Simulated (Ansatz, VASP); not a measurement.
**HfSi3O2 in VASP and in Ansatz**

```
Hf Si O
1.0
     3.75639    0.00000    0.00000
    -1.87820    3.25313    0.00000
     0.00000    0.00000    7.09406
Hf Si O
1 3 2
Direct
  0.00000 0.00000 0.00000
  0.33333 0.66667 0.33632
  0.66667 0.33333 0.66368
  0.00000 0.00000 0.50000
  0.33333 0.66667 0.08502
  0.66667 0.33333 0.91498
```

Alike in both runs: functional PBE; k mesh 6 × 6 × 2; occupations gaussian, width 0.2 eV; no spin polarisation.

Ansatz relaxed the structure, and its values are those at the end. VASP's run is a single point on that final structure, the one shown.

|  | VASP | Ansatz |
| --- | --- | --- |
| version | VASP 6.6.1 | Ansatz 0.2.0 |
| potentials or method | VASP PAW PBE potentials, release 64 (Hf_pv, Si, O), cutoff 520 eV | scalar-relativistic, plane waves, PAW |
| valence electrons in the cell | 34 | 50 |

VASP gave:

| Property | Result |
| --- | --- |
| gap on the k mesh at the Fermi level (eV) | none |
| pressure (GPa) | -0.9 |
| rms of the force components (eV/Å) | 0.034 |

Task: Which values does Ansatz return?

Result: gap on the k mesh at the Fermi level (eV): none; pressure (GPa): 0.0; rms of the force components (eV/Å): 0.027.

A gap of «none» marks a metal or a gap that the smearing closes. VASP's potentials hold 34 valence electrons a cell and Ansatz's 50, so a difference there can come from the potentials and not from the codes.

The k mesh is coarse, so the values compare programs but aren't converged. Spin-orbit coupling is off throughout.
